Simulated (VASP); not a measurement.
Set up this calculation in VASP 6.6.1, as the native input.

```
Task                   : single point
Functional             : PBE
Potentials or basis    : VASP PAW PBE potentials, release 64 (Co, Si)
Cutoff                 : 600 eV
k mesh                 : 6 × 6 × 6
Occupations            : gaussian, width 0.1 eV
Spin                   : no spin polarisation
Dipole correction      : no
Further INCAR settings : ALGO = Normal; EDIFF = 1e-06; NBANDS = 16
```

The structure of CoSi2 lies in POSCAR:

```
CoSi2
1.0
    0.0000000000      2.6825000000      2.6825000000
    2.6825000000      0.0000000000      2.6825000000
    2.6825000000      2.6825000000      0.0000000000
Co Si
1 2
Direct
    0.0000000000      0.0000000000      0.0000000000
    0.2500000000      0.2500000000      0.2500000000
    0.7500000000      0.7500000000      0.7500000000
```

One way to write it, as run:

INCAR

```
PREC = Accurate
ENCUT = 600
EDIFF = 1E-6
ISMEAR = 0
SIGMA = 0.1
LREAL = False
LASPH = True
NELM = 120
ALGO = Normal
ISIF = 2
LWAVE = False
LCHARG = False
GGA = PE
NBANDS = 16
GGA_COMPAT = False
```

KPOINTS

```
Automatic mesh
0
Gamma
  6 6 6
```

Potentials or basis: VASP PAW PBE potentials, release 64 (Co, Si).

Launch:

```console
$ cat potpaw_PBE.64/Co/POTCAR potpaw_PBE.64/Si/POTCAR > POTCAR
$ mpirun -np 1 vasp_std > vasp.out
```

Results of the run:

The pressure is -0.7 GPa.

Run time: 13 s on 1 thread of Intel(R) Xeon(R) 6975P-C (Granite Rapids), with other jobs on the host, peak memory 0.16 GiB.
